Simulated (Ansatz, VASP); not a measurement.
**TaSi2 in VASP and in Ansatz**

```
Ta Si
1.0
     4.80602    0.00000    0.00000
    -2.40301    4.16214    0.00000
     0.00000    0.00000    6.59953
Ta Si
3 6
Direct
  0.50000 0.00000 0.00000
  0.50000 0.50000 0.66667
  0.00000 0.50000 0.33333
  0.15892 0.31783 0.00000
  0.84108 0.15892 0.66667
  0.68217 0.84108 0.33333
  0.84108 0.68217 0.00000
  0.15892 0.84108 0.66667
  0.31783 0.15892 0.33333
```

Alike in both runs: task single point; functional PBE; k mesh 9 × 9 × 6; occupations gaussian, width 0.15 eV; no spin polarisation.

|  | VASP | Ansatz |
| --- | --- | --- |
| version | VASP 6.6.1 | Ansatz 0.2.0 |
| potentials or method | VASP PAW PBE potentials, release 64 (Ta_pv, Si), cutoff 520 eV | scalar-relativistic, plane waves, PAW |
| valence electrons in the cell | 57 | 63 |

|  | VASP | Ansatz | Ansatz less VASP |
| --- | --- | --- | --- |
| gap on the k mesh at the Fermi level (eV) | none | none | - |
| pressure (GPa) | 0.0 | 0.0 | 0.00 |
| rms of the force components (eV/Å) | 0.003 | 0.005 | +0.0020 |

Atom by atom the forces differ by 0.002 eV/Å (rms over components). A gap of «none» marks a metal or a gap that the smearing closes. VASP's potentials hold 57 valence electrons a cell and Ansatz's 63, so a difference there can come from the potentials and not from the codes.

Spin-orbit coupling is off throughout.
